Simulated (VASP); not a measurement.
# Zr4InAs3 (P-4m2) in VASP: single point with PBE

Aim: the single point of Zr4InAs3 with PBE.

All numbers are computed with VASP 6.6.1; they aren't measurements. Logs are shortened: lines on timing, memory, paths and dates and some standing lists are left out, and cuts for length are marked.

### Step 1. The cell of the first run

Symmetry: P-4m2, No. 115, tetragonal system. The conventional cell has a = 4.321 Å, b = 4.321 Å, c = 12.733 Å, α = 90.00°, β = 90.00°, γ = 90.00°. Zr (site symmetry 2mm) has 2 As at 2.60 Å and 2 In at 2.90 Å within 3.4 Å. Zr (site symmetry 2mm) has 4 As at 2.62 to 2.63 Å within 3.5 Å. In (site symmetry -4m2) has 4 Zr at 2.90 Å within 3.8 Å. Within 3.4 Å of As (site symmetry 2mm) lie 4 Zr at 2.60 to 2.63 Å. Within 3.5 Å of As (site symmetry -4m2) lie 4 Zr at 2.62 Å.

The cell was built from a structure type or drawn by symmetry, and may not be a known phase.

### Step 2. Single point, PBE

Contents of INCAR:

```
PREC = Accurate
ENCUT = 520
EDIFF = 1E-6
ISMEAR = 0
SIGMA = 0.2
LREAL = F
LASPH = T
NELM = 60
ALGO = Fast
ISIF = 2
LWAVE = F
LCHARG = F
GGA = PE
NBANDS = 48
```

Contents of KPOINTS:

```
regular mesh
0
Gamma
  4 4 2
```

Contents of POSCAR:

```
Zr4InAs3
1.0
    4.3214405955      0.0000000000      0.0000000000
    0.0000000000      4.3214405955      0.0000000000
    0.0000000000      0.0000000000     12.7328941558
Zr In As
4 1 3
Direct
    0.5000000000      0.0000000000      0.6516778509
    0.0000000000      0.5000000000      0.3483221491
    0.5000000000      0.0000000000      0.1164761230
    0.0000000000      0.5000000000      0.8835238770
    0.0000000000      0.0000000000      0.5000000000
    0.5000000000      0.5000000000      0.2344799864
    0.0000000000      0.0000000000      0.0000000000
    0.5000000000      0.5000000000      0.7655200136
```

Potentials or basis: VASP PAW PBE potentials, release 64 (Zr_sv, In_d, As).

Command:

```console
cat potpaw_PBE.64/Zr_sv/POTCAR potpaw_PBE.64/In_d/POTCAR potpaw_PBE.64/As/POTCAR > POTCAR
mpirun -np 1 vasp_std > vasp.out
```

OUTCAR:

```text
PREC = Accurate
   ENCUT = 520
   EDIFF = 1E-6
   ISMEAR = 0
   LREAL = F
   LASPH = T
   NELM = 60
   ISIF = 2
   GGA = PE

 ion  position               nearest neighbor table
   1  0.500  0.000  0.652-   8 2.60   8 2.60   5 2.90   5 2.90
   2  0.000  0.500  0.348-   6 2.60   6 2.60   5 2.90   5 2.90
   3  0.500  0.000  0.116-   7 2.62   7 2.62   6 2.63   6 2.63
   4  0.000  0.500  0.884-   7 2.62   7 2.62   8 2.63   8 2.63
   5  0.000  0.000  0.500-   1 2.90   2 2.90   2 2.90   1 2.90
   6  0.500  0.500  0.234-   2 2.60   2 2.60   3 2.63   3 2.63
   7  0.000  0.000  0.000-   3 2.62   4 2.62   4 2.62   3 2.62
   8  0.500  0.500  0.766-   1 2.60   1 2.60   4 2.63   4 2.63

  LATTYP: Found a simple tetragonal cell.
 ALAT       =     4.3214405955
 C/A-ratio  =     2.9464466477

  Lattice vectors:

 A1 = (   4.3214405955,   0.0000000000,   0.0000000000)
 A2 = (   0.0000000000,   4.3214405955,   0.0000000000)
 A3 = (   0.0000000000,   0.0000000000,  12.7328941558)

Analysis of symmetry for initial positions (statically):
=====================================================================
 Subroutine PRICEL returns:
 Original cell was already a primitive cell.

 Routine SETGRP: Setting up the symmetry group for a
 simple tetragonal supercell.

 Subroutine GETGRP returns: Found  8 space group operations
 (whereof  8 operations were pure point group operations)
 out of a pool of 16 trial point group operations.

The static configuration has the point symmetry D_2d.

Analysis of symmetry for dynamics (positions and initial velocities):
=====================================================================
 Subroutine PRICEL returns:
 Original cell was already a primitive cell.

 Routine SETGRP: Setting up the symmetry group for a
 simple tetragonal supercell.

 Subroutine GETGRP returns: Found  8 space group operations
 (whereof  8 operations were pure point group operations)
 out of a pool of 16 trial point group operations.

The dynamic configuration has the point symmetry D_2d.

 Subroutine INISYM returns: Found  8 space group operations
 (whereof  8 operations are pure point group operations),
 and found     1 'primitive' translations

----------------------------------------------------------------------------------------

                                     Primitive cell

  volume of cell :     237.7849

  direct lattice vectors                    reciprocal lattice vectors
     4.321440596  0.000000000  0.000000000     0.231404315  0.000000000  0.000000000
     0.000000000  4.321440596  0.000000000     0.000000000  0.231404315  0.000000000
     0.000000000  0.000000000 12.732894156     0.000000000  0.000000000  0.078536740

  length of vectors
     4.321440596  4.321440596 12.732894156     0.231404315  0.231404315  0.078536740

  position of ions in fractional coordinates (direct lattice)
     0.500000000  0.000000000  0.651677851
     0.000000000  0.500000000  0.348322149
     0.500000000  0.000000000  0.116476123
     0.000000000  0.500000000  0.883523877
     0.000000000  0.000000000  0.500000000
     0.500000000  0.500000000  0.234479986
     0.000000000  0.000000000  0.000000000
     0.500000000  0.500000000  0.765520014

  ion indices of the primitive-cell ions
   primitive index   ion index
                 1           1
                 2           2
                 3           3
                 4           4
                 5           5
                 6           6
                 7           7
                 8           8

----------------------------------------------------------------------------------------

 KPOINTS: regular mesh

Automatic generation of k-mesh.
 Grid dimensions read from file:
 generate k-points for:    4    4    2

 Generating k-lattice:

  Cartesian coordinates                     Fractional coordinates (reciprocal lattice)
     0.057851079  0.000000000  0.000000000     0.250000000  0.000000000  0.000000000
     0.000000000  0.057851079  0.000000000     0.000000000  0.250000000  0.000000000
     0.000000000  0.000000000  0.039268370     0.000000000  0.000000000  0.500000000

  Length of vectors
     0.057851079  0.057851079  0.039268370

  Shift w.r.t. Gamma in fractional coordinates (k-lattice)
     0.000000000  0.000000000  0.000000000

 Subroutine IBZKPT returns following result:
 ===========================================

 Found     12 irreducible k-points:

 Following reciprocal coordinates:
            Coordinates               Weight
  0.000000  0.000000  0.000000      1.000000
  0.250000  0.000000  0.000000      4.000000
  0.500000  0.000000  0.000000      2.000000
  0.250000  0.250000  0.000000      4.000000
  0.500000  0.250000  0.000000      4.000000
  0.500000  0.500000  0.000000      1.000000
  0.000000  0.000000  0.500000      1.000000
  0.250000  0.000000  0.500000      4.000000
  0.500000  0.000000  0.500000      2.000000
  0.250000  0.250000  0.500000      4.000000
  0.500000  0.250000  0.500000      4.000000
  0.500000  0.500000  0.500000      1.000000
   k-points           NKPTS =     12   k-points in BZ     NKDIM =     12   number of bands    NBANDS=     48
   number of dos      NEDOS =    301   number of ions     NIONS =      8
   total plane-waves  NPLWV =  98304
   dimension x,y,z NGX =    32 NGY =   32 NGZ =   96
   dimension x,y,z NGXF=    64 NGYF=   64 NGZF=  192
   ions per type =               4   1   3
   NGX,Y,Z   is equivalent  to a cutoff of  12.31, 12.31, 12.53 a.u.
   NGXF,Y,Z  is equivalent  to a cutoff of  24.62, 24.62, 25.07 a.u.
 SYSTEM =  unknown system
   PREC   = accura    normal or accurate (medium, high low for compatibility)
   ISTART =      0    job   : 0-new  1-cont  2-samecut
   ICHARG =      2    charge: 1-file 2-atom 10-const
   ISPIN  =      1    spin polarized calculation?
   LNONCOLLINEAR =      F non collinear calculations
   LSORBIT =      F    spin-orbit coupling
   LASPH  =      T    aspherical Exc in radial PAW
   ENCUT  =  520.0 eV  38.22 Ry    6.18 a.u.   8.04  8.04 23.67*2*pi/ulx,y,z
   NELM   =     60;   NELMIN=  2; NELMDL= -5     # of ELM steps
   EDIFF  = 0.1E-05   stopping-criterion for ELM
   LREAL  =      F    real-space projection
   EDIFFG = 0.1E-04   stopping-criterion for IOM
   NSW    =      0    number of steps for IOM
   IBRION =     -1    ionic relax: 0-MD 1-quasi-New 2-CG
   NFREE  =      0    steps in history (QN), initial steepest desc. (CG)
   ISIF   =      2    stress and relaxation
   ISYM   =      2    0-nonsym 1-usesym 2-fastsym
   POTIM  = 0.5000    time-step for ionic-motion
   TEBEG  =    0.0;   TEEND  =   0.0 temperature during run
   PSTRESS=    0.0 pullay stress
   NELECT =      76.0000    total number of electrons
   NUPDOWN=      -1.0000    fix difference up-down
   EMIN   =  10.00;   EMAX   =-10.00  energy-range for DOS
   EFERMI =   0.00;   METHOD = LEGACY
   ISMEAR =     0;   SIGMA  =   0.20  broadening in eV -4-tet -1-fermi 0-gaus
   EFERMI_NEDOS =   21; number of points for ismear=-14 and -15
   IALGO  =     68    algorithm
   IMIX   =      4    mixing-type and parameters
     AMIX     =   0.40;   BMIX     =  1.00
     AMIX_MAG =   1.60;   BMIX_MAG =  1.00
  volume/ion in A,a.u.               =      29.72       200.58
  Fermi-wavevector in a.u.,A,eV,Ry     =   1.119312  2.115194 17.046196  1.252860
  Thomas-Fermi vector in A             =   2.255950
   LORBIT       =      0    0 simple, 1 ext, 2 COOP (PROOUT), +10 PAW based schemes
   GGA     = PE    functional components
   LHFCALC =     F    Hartree Fock is set to
   AEXX    =    0.0000 exact exchange contribution
   IVDW    =     0    specifies the selected vdW correction
   LEPSILON=     F    determine dielectric tensor
   LRPA    =     F    only Hartree local field effects (RPA)
 non-spin polarized calculation
 RMM-DIIS sequential band-by-band and
 Gauss-broadening in eV      SIGMA  =   0.20
  energy-cutoff  :      520.00
  volume of cell :      237.78
 maximum number of plane-waves:      6472
   NGX = 17   NGY = 17   NGZ = 47

 number of electron      75.9999996 magnetization

 Free energy of the ion-electron system (eV)
  ---------------------------------------------------
  ext. energy  EPLUGINS =         0.00000000
  ---------------------------------------------------
  free energy    TOTEN  =       -51.20581369 eV

  energy without entropy =      -51.03453885  energy(sigma->0) =      -51.12017627

 E-fermi :   4.9628     XC(G=0):  -9.1959

 val. band max:        4.9584791076   @ k =   0.5000   0.5000   0.0000
 cond. band min:       4.9800358180   @ k =   0.0000   0.0000   0.0000
 fundamental gap:      0.0215567103
 Fermi energy:         4.9628253480

 k-point     1 :       0.0000    0.0000    0.0000
  band No.  band energies     occupation
      1     -44.8339      2.00000
      2     -44.8312      2.00000
      3     -44.7609      2.00000
      4     -44.7606      2.00000
      5     -22.9092      2.00000
      6     -22.8731      2.00000
[... 40 lines left out ...]
     47       6.9038      0.00000
     48       7.1394      0.00000

 k-point     2 :       0.2500    0.0000    0.0000
  band No.  band energies     occupation
      1     -44.8329      2.00000
      2     -44.8310      2.00000
      3     -44.7605      2.00000
      4     -44.7602      2.00000
      5     -22.9084      2.00000
      6     -22.8896      2.00000
[... 40 lines left out ...]
     47       6.7886      0.00000
     48       6.8948      0.00000

 k-point     3 :       0.5000    0.0000    0.0000
  band No.  band energies     occupation
      1     -44.8314      2.00000
      2     -44.8314      2.00000
      3     -44.7601      2.00000
      4     -44.7596      2.00000
      5     -22.9161      2.00000
      6     -22.9022      2.00000
[... 448 lines left out ...]
     47       6.1500      0.00000
     48       6.4041      0.00000

 k-point    12 :       0.5000    0.5000    0.5000
  band No.  band energies     occupation
      1     -44.8303      2.00000
      2     -44.8303      2.00000
      3     -44.7589      2.00000
      4     -44.7589      2.00000
      5     -22.9210      2.00000
      6     -22.9003      2.00000
[... 40 lines left out ...]
     47       6.3003      0.00000
     48       6.3021      0.00000

------------------------ aborting loop because EDIFF is reached ----------------------------------------

  FORCE on cell =-STRESS in cart. coord.  units (eV):
  Direction    XX          YY          ZZ          XY          YZ          ZX
  --------------------------------------------------------------------------------------
  -------------------------------------------------------------------------------------
  Total       -0.6635910     -0.6635910      0.3468146      0.0000000      0.0000000      0.0000000
  in kB       -4.4712280     -4.4712280      2.3368119      0.0000000      0.0000000      0.0000000
  external PRESSURE =      -2.2018814 kB  Pullay stress =       0.0000000 kB

 VOLUME and BASIS-vectors are now :
 -----------------------------------------------------------------------------
  energy-cutoff  :      520.00
  volume of cell :      237.78
      direct lattice vectors                 reciprocal lattice vectors
     4.321440596  0.000000000  0.000000000     0.231404315  0.000000000  0.000000000
     0.000000000  4.321440596  0.000000000     0.000000000  0.231404315  0.000000000
     0.000000000  0.000000000 12.732894156     0.000000000  0.000000000  0.078536740

 POSITION                                       TOTAL-FORCE (eV/Angst)
 -----------------------------------------------------------------------------------
      2.16072      0.00000      8.29775        -0.000000     -0.000000     -0.038662
      0.00000      2.16072      4.43515         0.000000     -0.000000      0.038662
      2.16072      0.00000      1.48308        -0.000000     -0.000000      0.003943
      0.00000      2.16072     11.24982        -0.000000      0.000000     -0.003943
      0.00000      0.00000      6.36645        -0.000000     -0.000000      0.000000
      2.16072      2.16072      2.98561        -0.000000     -0.000000     -0.054424
      0.00000      0.00000      0.00000        -0.000000     -0.000000      0.000000
      2.16072      2.16072      9.74729         0.000000     -0.000000      0.054424
 -----------------------------------------------------------------------------------
    total drift:                               -0.000000      0.000000     -0.000000

  FREE ENERGIE OF THE ION-ELECTRON SYSTEM (eV)
  ---------------------------------------------------
  free  energy   TOTEN  =       -51.2058136926 eV

  energy  without entropy=      -51.0345388526  energy(sigma->0) =      -51.12017627
```

Run time: 8.8 min. Hardware: 1 thread of Oxide Virtual Turin-like, shared host; peak memory 0.35 GiB.

Results:

| Quantity | Value |
| --- | --- |
| Free energy | -51.2058 eV |
| Pressure | -0.2 GPa |
| Largest force | 0.054 eV/Å |
| Band gap on the k mesh | zero (bands 38 and 39 overlap by 1.20 eV) |

Forces on the atoms (eV/Å):
```
Zr   0.000  0.000 -0.039
Zr   0.000  0.000  0.039
Zr   0.000  0.000  0.004
Zr   0.000  0.000 -0.004
In   0.000  0.000  0.000
As   0.000  0.000 -0.054
As   0.000  0.000  0.000
As   0.000  0.000  0.054
```

Levels at points of the mesh, in eV from the Fermi level:
| k point | band 34 | band 35 | band 36 | band 37 | band 38 | band 39 | band 40 | band 41 | band 42 | band 43 |
| --- | --- | --- | --- | --- | --- | --- | --- | --- | --- | --- |
| (0.00, 0.00, 0.00) | -2.27 | -1.78 | -0.52 | -0.18 | 0.02 | 0.24 | 0.24 | 0.69 | 0.72 | 1.00 |
| (0.50, 0.00, 0.00) | -2.62 | -1.73 | -1.13 | -0.05 | 0.37 | 0.54 | 0.76 | 0.79 | 0.98 | 1.01 |
| (0.50, 0.50, 0.00) | -1.83 | -0.72 | -0.71 | -0.71 | -0.70 | -0.56 | 0.00 | 0.04 | 0.65 | 0.65 |
| (0.00, 0.00, 0.50) | -2.25 | -1.87 | -0.47 | -0.44 | 0.19 | 0.19 | 0.40 | 0.54 | 0.69 | 0.99 |
| (0.50, 0.00, 0.50) | -2.63 | -1.75 | -1.13 | -0.15 | 0.60 | 0.74 | 0.75 | 0.78 | 0.87 | 0.96 |
| (0.50, 0.50, 0.50) | -1.84 | -0.77 | -0.77 | -0.72 | -0.68 | -0.60 | 0.02 | 0.03 | 0.67 | 0.67 |

Caveat: the k points lie up to 0.36 Å⁻¹ apart, too coarse for converged energies and pressures of a metal; spin-orbit coupling is left out, which moves the levels of the heavy elements.
